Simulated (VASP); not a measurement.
# ZrF3 (P4/mmm) in VASP: density of states with PBE

Aim: the density of states of ZrF3 with PBE.

All numbers are computed with VASP 6.6.1; they aren't measurements. Logs are shortened: lines on timing, memory, paths and dates and some standing lists are left out, and cuts for length are marked.

**1. The cell of the first run**

It takes space group P4/mmm (No. 123, tetragonal). Conventional cell: a = 3.088 Å, b = 3.088 Å, c = 4.442 Å, α = 90.00°, β = 90.00°, γ = 90.00°. Zr (site symmetry 4/mmm) has 10 F at 2.22 to 2.42 Å within 2.9 Å. F (site symmetry 4mm) has 6 F at 2.09 to 2.48 Å and 4 Zr at 2.42 Å within 2.8 Å. F (site symmetry 4/mmm) has 2 Zr at 2.22 Å and 8 F at 2.48 Å within 2.9 Å.

**2. Density of states, PBE**

Contents of POSCAR:

```
ZrF3
1.0
    3.0882206933      0.0000000000      0.0000000000
    0.0000000000      3.0882206933      0.0000000000
    0.0000000000      0.0000000000      4.4418887715
Zr F
1 3
Direct
    0.0000000000      0.0000000000      0.0000000000
    0.5000000000      0.5000000000      0.7646894079
    0.0000000000      0.0000000000      0.5000000000
    0.5000000000      0.5000000000      0.2353105921
```

Contents of INCAR.step1:

```
SYSTEM = ZrF3
  ALGO = Normal
  EDIFF = 1E-7
  ENCUT = 520
  GGA = PE
  ISIF = 2
  ISMEAR = 0
  LASPH = .True.
  LCHARG = .True.
  LMAXMIX = 4
  LREAL = .False.
  LWAVE = .False.
  NBANDS = 24
  NELM = 100
  PREC = Accurate
  SIGMA = 0.1
```

Contents of KPOINTS.step1:

```
k-points
0
Gamma
  16 16 10
  0 0 0
```

Contents of INCAR.step2:

```
SYSTEM = ZrF3
  ALGO = Normal
  EDIFF = 1E-7
  ENCUT = 520
  GGA = PE
  ICHARG = 11
  ISIF = 2
  ISMEAR = -5
  LASPH = .True.
  LCHARG = .False.
  LMAXMIX = 4
  LORBIT = 11
  LREAL = .False.
  LWAVE = .False.
  NEDOS = 1001
  NELM = 100
  PREC = Accurate
  SIGMA = 0.1
```

Contents of KPOINTS.step2:

```
k-points
0
Gamma
  24 24 15
  0 0 0
```

Potentials or basis: VASP PAW PBE potentials, release 64 (Zr_sv, F).

The run is started by

```
> cat potpaw_PBE.64/Zr_sv/POTCAR potpaw_PBE.64/F/POTCAR > POTCAR
> cp INCAR.step1 INCAR
> cp KPOINTS.step1 KPOINTS
> mpirun -np 1 vasp_std > vasp.out
> cp INCAR.step2 INCAR
> cp KPOINTS.step2 KPOINTS
> mpirun -np 1 vasp_std > vasp.out
```

OUTCAR:

```text
SYSTEM = ZrF3
   EDIFF = 1E-7
   ENCUT = 520
   GGA = PE
   ICHARG = 11
   ISIF = 2
   ISMEAR = -5
   LASPH = .True.
   LORBIT = 11
   LREAL = .False.
   NELM = 100
   PREC = Accurate

 ion  position               nearest neighbor table
   1  0.000  0.000  0.000-   3 2.22   3 2.22   4 2.42   2 2.42   2 2.42   4 2.42   2 2.42   4 2.42
                             2 2.42   4 2.42
   2  0.500  0.500  0.765-   1 2.42   1 2.42   1 2.42   1 2.42
   3  0.000  0.000  0.500-   1 2.22   1 2.22
   4  0.500  0.500  0.235-   1 2.42   1 2.42   1 2.42   1 2.42

  LATTYP: Found a simple tetragonal cell.
 ALAT       =     3.0882206933
 C/A-ratio  =     1.4383326882

  Lattice vectors:

 A1 = (   3.0882206933,   0.0000000000,   0.0000000000)
 A2 = (   0.0000000000,   3.0882206933,   0.0000000000)
 A3 = (   0.0000000000,   0.0000000000,   4.4418887715)

Analysis of symmetry for initial positions (statically):
=====================================================================
 Subroutine PRICEL returns:
 Original cell was already a primitive cell.

 Routine SETGRP: Setting up the symmetry group for a
 simple tetragonal supercell.

 Subroutine GETGRP returns: Found 16 space group operations
 (whereof 16 operations were pure point group operations)
 out of a pool of 16 trial point group operations.

The static configuration has the point symmetry D_4h.

Analysis of symmetry for dynamics (positions and initial velocities):
=====================================================================
 Subroutine PRICEL returns:
 Original cell was already a primitive cell.

 Routine SETGRP: Setting up the symmetry group for a
 simple tetragonal supercell.

 Subroutine GETGRP returns: Found 16 space group operations
 (whereof 16 operations were pure point group operations)
 out of a pool of 16 trial point group operations.

The dynamic configuration has the point symmetry D_4h.

 Subroutine INISYM returns: Found 16 space group operations
 (whereof 16 operations are pure point group operations),
 and found     1 'primitive' translations

----------------------------------------------------------------------------------------

                                     Primitive cell

  volume of cell :      42.3628

  direct lattice vectors                    reciprocal lattice vectors
     3.088220693  0.000000000  0.000000000     0.323811055  0.000000000  0.000000000
     0.000000000  3.088220693  0.000000000     0.000000000  0.323811055  0.000000000
     0.000000000  0.000000000  4.441888772     0.000000000  0.000000000  0.225129455

  length of vectors
     3.088220693  3.088220693  4.441888772     0.323811055  0.323811055  0.225129455

  position of ions in fractional coordinates (direct lattice)
     0.000000000  0.000000000  0.000000000
     0.500000000  0.500000000  0.764689408
     0.000000000  0.000000000  0.500000000
     0.500000000  0.500000000  0.235310592

  ion indices of the primitive-cell ions
   primitive index   ion index
                 1           1
                 2           2
                 3           3
                 4           4

----------------------------------------------------------------------------------------

 KPOINTS: k-points

Automatic generation of k-mesh.
 Grid dimensions read from file:
 generate k-points for:   24   24   15

 Generating k-lattice:

  Cartesian coordinates                     Fractional coordinates (reciprocal lattice)
     0.013492127  0.000000000  0.000000000     0.041666667  0.000000000  0.000000000
     0.000000000  0.013492127  0.000000000     0.000000000  0.041666667  0.000000000
     0.000000000  0.000000000  0.015008630     0.000000000  0.000000000  0.066666667

  Length of vectors
     0.013492127  0.013492127  0.015008630

  Shift w.r.t. Gamma in fractional coordinates (k-lattice)
     0.000000000  0.000000000  0.000000000

 TETIRR: Found  12972 inequivalent tetrahedra from    51840

 Subroutine IBZKPT returns following result:
 ===========================================

 Found    728 irreducible k-points:

 Following reciprocal coordinates:
            Coordinates               Weight
  0.000000  0.000000  0.000000      1.000000
  0.041667  0.000000  0.000000      4.000000
  0.083333  0.000000  0.000000      4.000000
  0.125000  0.000000  0.000000      4.000000
  0.166667  0.000000  0.000000      4.000000
  0.208333  0.000000  0.000000      4.000000
[... 16 lines left out ...]
  0.416667  0.041667  0.000000      8.000000
  0.458333  0.041667  0.000000      8.000000
 [... further k-points ...]
   k-points           NKPTS =    728   k-points in BZ     NKDIM =    728   number of bands    NBANDS=     20
   number of dos      NEDOS =   1001   number of ions     NIONS =      4
   total plane-waves  NPLWV =  20736
   dimension x,y,z NGX =    24 NGY =   24 NGZ =   36
   dimension x,y,z NGXF=    48 NGYF=   48 NGZF=   72
   ions per type =               1   3
   NGX,Y,Z   is equivalent  to a cutoff of  12.92, 12.92, 13.47 a.u.
   NGXF,Y,Z  is equivalent  to a cutoff of  25.84, 25.84, 26.95 a.u.
 SYSTEM =  ZrF3
   PREC   = accura    normal or accurate (medium, high low for compatibility)
   ISTART =      0    job   : 0-new  1-cont  2-samecut
   ICHARG =     11    charge: 1-file 2-atom 10-const
   ISPIN  =      1    spin polarized calculation?
   LNONCOLLINEAR =      F non collinear calculations
   LSORBIT =      F    spin-orbit coupling
   LASPH  =      T    aspherical Exc in radial PAW
   ENCUT  =  520.0 eV  38.22 Ry    6.18 a.u.   5.74  5.74  8.26*2*pi/ulx,y,z
   NELM   =    100;   NELMIN=  2; NELMDL=  0     # of ELM steps
   EDIFF  = 0.1E-06   stopping-criterion for ELM
   LREAL  =      F    real-space projection
   EDIFFG = 0.1E-05   stopping-criterion for IOM
   NSW    =      0    number of steps for IOM
   IBRION =     -1    ionic relax: 0-MD 1-quasi-New 2-CG
   NFREE  =      0    steps in history (QN), initial steepest desc. (CG)
   ISIF   =      2    stress and relaxation
   ISYM   =      2    0-nonsym 1-usesym 2-fastsym
   POTIM  = 0.5000    time-step for ionic-motion
   TEBEG  =    0.0;   TEEND  =   0.0 temperature during run
   PSTRESS=    0.0 pullay stress
   NELECT =      33.0000    total number of electrons
   NUPDOWN=      -1.0000    fix difference up-down
   EMIN   =  10.00;   EMAX   =-10.00  energy-range for DOS
   EFERMI =   0.00;   METHOD = LEGACY
   ISMEAR =    -5;   SIGMA  =   0.10  broadening in eV -4-tet -1-fermi 0-gaus
   EFERMI_NEDOS =   21; number of points for ismear=-14 and -15
   IALGO  =     38    algorithm
   IMIX   =      4    mixing-type and parameters
     AMIX     =   0.40;   BMIX     =  1.00
     AMIX_MAG =   1.60;   BMIX_MAG =  1.00
  volume/ion in A,a.u.               =      10.59        71.47
  Fermi-wavevector in a.u.,A,eV,Ry     =   1.506323  2.846537 30.871731  2.269008
  Thomas-Fermi vector in A             =   2.617055
   LORBIT       =     11    0 simple, 1 ext, 2 COOP (PROOUT), +10 PAW based schemes
   GGA     = PE    functional components
   LHFCALC =     F    Hartree Fock is set to
   AEXX    =    0.0000 exact exchange contribution
   IVDW    =     0    specifies the selected vdW correction
   LEPSILON=     F    determine dielectric tensor
   LRPA    =     F    only Hartree local field effects (RPA)
 non-spin polarized calculation
 Fermi weights with tetrahedron method with Bloechl corrections
  energy-cutoff  :      520.00
  volume of cell :       42.36
 maximum number of plane-waves:      1168
 NGX is ok and might be reduce to    24

 number of electron      33.0000018 magnetization

 Free energy of the ion-electron system (eV)
  ---------------------------------------------------
  ext. energy  EPLUGINS =         0.00000000
  ---------------------------------------------------
  free energy    TOTEN  =       -25.12332551 eV

  energy without entropy =      -25.12332551  energy(sigma->0) =      -25.12332551

 E-fermi :   7.6002     XC(G=0): -11.5413

 val. band max:        7.5916947383   @ k =   0.3333   0.1667   0.1333
 cond. band min:       7.6017619780   @ k =   0.4167   0.0417   0.4000
 fundamental gap:      0.0100672397
 Fermi energy:         7.6002233776

 k-point     1 :       0.0000    0.0000    0.0000
  band No.  band energies     occupation
      1     -43.5162      2.00000
      2     -21.7342      2.00000
      3     -21.0835      2.00000
      4     -21.0835      2.00000
      5     -18.2414      2.00000
      6     -16.4291      2.00000
[... 12 lines left out ...]
     19      10.0701      0.00000
     20      10.3921      0.00000

 k-point     2 :       0.0417    0.0000    0.0000
  band No.  band energies     occupation
      1     -43.5149      2.00000
      2     -21.7308      2.00000
      3     -21.1067      2.00000
      4     -21.0821      2.00000
      5     -18.2225      2.00000
      6     -16.4324      2.00000
[... 12 lines left out ...]
     19      10.0792      0.00000
     20      10.3350      0.00000

 k-point     3 :       0.0833    0.0000    0.0000
  band No.  band energies     occupation
      1     -43.5112      2.00000
      2     -21.7208      2.00000
      3     -21.1730      2.00000
      4     -21.0780      2.00000
      5     -18.1692      2.00000
      6     -16.4422      2.00000
[... 12 lines left out ...]
     19      10.1088      0.00000
     20      10.1607      0.00000

 k-point     4 :       0.1250    0.0000    0.0000
  band No.  band energies     occupation
      1     -43.5053      2.00000
      2     -21.7049      2.00000
      3     -21.2742      2.00000
      4     -21.0715      2.00000
      5     -18.0876      2.00000
      6     -16.4581      2.00000
[... 12 lines left out ...]
     19       9.9015      0.00000
     20      10.1557      0.00000

 k-point     5 :       0.1667    0.0000    0.0000
  band No.  band energies     occupation
      1     -43.4975      2.00000
      2     -21.6840      2.00000
      3     -21.3994      2.00000
      4     -21.0630      2.00000
      5     -17.9858      2.00000
      6     -16.4791      2.00000
[... 12 lines left out ...]
     19       9.5892      0.00000
     20      10.1387      0.00000

 k-point     6 :       0.2083    0.0000    0.0000
  band No.  band energies     occupation
      1     -43.4884      2.00000
      2     -21.6594      2.00000
      3     -21.5372      2.00000
      4     -21.0530      2.00000
      5     -17.8725      2.00000
      6     -16.5038      2.00000
[... 12 lines left out ...]
     19       9.2528      0.00000
     20      10.0021      0.00000

 k-point     7 :       0.2500    0.0000    0.0000
  band No.  band energies     occupation
      1     -43.4787      2.00000
      2     -21.6773      2.00000
      3     -21.6327      2.00000
      4     -21.0423      2.00000
      5     -17.7548      2.00000
      6     -16.5305      2.00000
[... 12 lines left out ...]
     19       8.9383      0.00000
     20       9.8657      0.00000
[... 277 lines left out ...]
 k-point    20 :       0.2917    0.0417    0.0000
  band No.  band energies     occupation
      1     -43.4677      2.00000
      2     -21.8060      2.00000
      3     -21.6034      2.00000
      4     -21.0462      2.00000
      5     -17.6381      2.00000
      6     -16.5575      2.00000
[... 12 lines left out ...]
     19       9.1830      0.00000
     20       9.7452      0.00000

 k-point    21 :       0.3333    0.0417    0.0000
  band No.  band energies     occupation
      1     -43.4586      2.00000
      2     -21.9240      2.00000
      3     -21.5780      2.00000
      4     -21.0354      2.00000
      5     -17.5336      2.00000
      6     -16.5826      2.00000
[... 12 lines left out ...]
     19       9.4763      0.00000
     20       9.6166      0.00000

 k-point    22 :       0.3750    0.0417    0.0000
  band No.  band energies     occupation
      1     -43.4507      2.00000
      2     -22.0220      2.00000
      3     -21.5561      2.00000
      4     -21.0262      2.00000
      5     -17.4427      2.00000
      6     -16.6044      2.00000
[... 12 lines left out ...]
     19       9.5052      0.00000
     20       9.8059      0.00000

 k-point    23 :       0.4167    0.0417    0.0000
  band No.  band energies     occupation
      1     -43.4447      2.00000
      2     -22.0953      2.00000
      3     -21.5390      2.00000
      4     -21.0191      2.00000
      5     -17.3714      2.00000
      6     -16.6215      2.00000
[... 12 lines left out ...]
     19       9.4192      0.00000
     20      10.1168      0.00000

 k-point    24 :       0.4583    0.0417    0.0000
  band No.  band energies     occupation
      1     -43.4409      2.00000
      2     -22.1405      2.00000
      3     -21.5282      2.00000
      4     -21.0146      2.00000
      5     -17.3255      2.00000
      6     -16.6321      2.00000
[... 12 lines left out ...]
     19       9.3649      0.00000
     20      10.3401      0.00000

 [... further k-points ...]
[... 5 lines left out ...]
  --------------------------------------------------------------------------------------
  -------------------------------------------------------------------------------------
  Total       -0.0259576     -0.0259576     -0.0742484      0.0000000     -0.0000000      0.0000000
  in kB       -0.9817288     -0.9817288     -2.8081054      0.0000000     -0.0000000      0.0000000
  external PRESSURE =      -1.5905210 kB  Pullay stress =       0.0000000 kB

 VOLUME and BASIS-vectors are now :
 -----------------------------------------------------------------------------
  energy-cutoff  :      520.00
  volume of cell :       42.36
      direct lattice vectors                 reciprocal lattice vectors
     3.088220693  0.000000000  0.000000000     0.323811055  0.000000000  0.000000000
     0.000000000  3.088220693  0.000000000     0.000000000  0.323811055  0.000000000
     0.000000000  0.000000000  4.441888772     0.000000000  0.000000000  0.225129455

 POSITION                                       TOTAL-FORCE (eV/Angst)
 -----------------------------------------------------------------------------------
      0.00000      0.00000      0.00000         0.000000      0.000000     -0.000000
      1.54411      1.54411      3.39667        -0.000000     -0.000000      0.007366
      0.00000      0.00000      2.22094         0.000000      0.000000     -0.000000
      1.54411      1.54411      1.04522         0.000000     -0.000000     -0.007366
 -----------------------------------------------------------------------------------
    total drift:                                0.000000     -0.000000      0.000000

  FREE ENERGIE OF THE ION-ELECTRON SYSTEM (eV)
  ---------------------------------------------------
  free  energy   TOTEN  =       -25.1233255092 eV

  energy  without entropy=      -25.1233255092  energy(sigma->0) =      -25.12332551

 total charge

# of ion       s       p       d       tot
------------------------------------------
    1        2.106   5.974   1.414   9.495
    2        1.747   4.337   0.000   6.085
    3        1.739   4.370   0.000   6.109
    4        1.747   4.337   0.000   6.085
--------------------------------------------------
tot          7.339  19.020   1.414  27.773
```

Run time: 5.5 min. Hardware: 1 thread of Intel Xeon Platinum 8488C (Sapphire Rapids), shared host; peak memory 0.63 GiB.

What came out:

| Item | Value |
| --- | --- |
| Valence electrons inside the program's atomic spheres | Zr 9.49; F 6.08, 6.11 |

Caveat: an odd number of electrons without spin polarisation forces a metal; a magnetic or distorted state may lie lower; tetrahedron occupations give inexact forces and stress in metals.
